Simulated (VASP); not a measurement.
Input of a VASP 6.6.1 run:

The input INCAR:

```
  PREC = Accurate
  ENCUT = 520
  EDIFF = 1E-6
  ISMEAR = 0
  SIGMA = 0.01
  LREAL = False
  LASPH = True
  NELM = 150
  ALGO = Normal
  ISIF = 2
  LWAVE = False
  LCHARG = False
  LMAXMIX = 4
  LDAU = True
  LDAUTYPE = 2
  LDAUL = -1 2 -1
  LDAUU = 0 1 0
  LDAUJ = 0 0 0
  LDAUPRINT = 1
  GGA = PE
  NBANDS = 28
```

The input KPOINTS:

```
Automatic mesh
0
Gamma
  6 6 6
```

POSCAR

```
BaTiO3
1.0
    4.0060000000      0.0000000000      0.0000000000
    0.0000000000      4.0060000000      0.0000000000
    0.0000000000      0.0000000000      4.0060000000
Ba Ti O
1 1 3
Direct
    0.5000000000      0.5000000000      0.5000000000
    0.0000000000      0.0000000000      0.0000000000
    0.5000000000      0.0000000000      0.0000000000
    0.0000000000      0.5000000000      0.0000000000
    0.0000000000      0.0000000000      0.5000000000
```

Potentials or basis: VASP PAW PBE potentials, release 64 (Ba_sv, Ti_sv, O).

The run is started by

```console
$ cat potpaw_PBE.64/Ba_sv/POTCAR potpaw_PBE.64/Ti_sv/POTCAR potpaw_PBE.64/O/POTCAR > POTCAR
$ mpirun -np 1 vasp_std > vasp.out
```

Question: Estimate the band gap on the k mesh.

Answer: 1.85 eV (least direct gap 2.01 eV).

Question: Predict the pressure.

Answer: 4.2 GPa.

Eigenvalues of the final occupation matrices:
```tsv
site	spin	trace	eigenvalues
site 2 d	1	0.84	0.12 0.12 0.12 0.24 0.24
site 2 d	2	0.84	0.12 0.12 0.12 0.24 0.24
```

Caveat: the cell stands under pressure; spin-orbit coupling is left out, which moves the levels of the heavy elements. A k mesh can miss the band edges.
